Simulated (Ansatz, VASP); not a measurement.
# One calculation of C, two programs

```
C
1.0
    -2.46466    0.00000    0.00000
     0.00000    0.00000   -3.57197
     0.00000   -4.26892    0.00000
C
4
Cartesian
  -1.2323 -0.7955 0.0000
  0.0000 -2.8819 0.0000
  0.0000 -1.3390 0.0000
  -1.2323 -3.5214 0.0000
```

Change from the starting cell: mode 8 frozen in at -0.024 Å and mode 12 at -0.060 Å (largest displacements).

Alike in both runs: task single point; functional PBE; dispersion D3(BJ); k mesh 18 × 12 × 10; occupations gaussian, width 0.15 eV; no spin polarisation.

```csv
,VASP,Ansatz
version,VASP 6.6.1,Ansatz 0.2.0
potentials or method,"VASP PAW PBE potentials, release 64 (C), cutoff 520 eV","scalar-relativistic, plane waves, PAW"
valence electrons in the cell,16,16
```

```tsv
	VASP	Ansatz	Ansatz less VASP
gap on the k mesh at the Fermi level (eV)	none	none	-
pressure (GPa)	6.0	5.7	-0.32
traceless stress, the component that is largest in VASP (GPa)	14.64	14.26	-0.383
rms of the force components (eV/Å)	3.339	3.337	-0.0016
```

Atom by atom the forces differ by 0.007 eV/Å (rms over components). A gap of «none» marks a metal or a gap that the smearing closes.
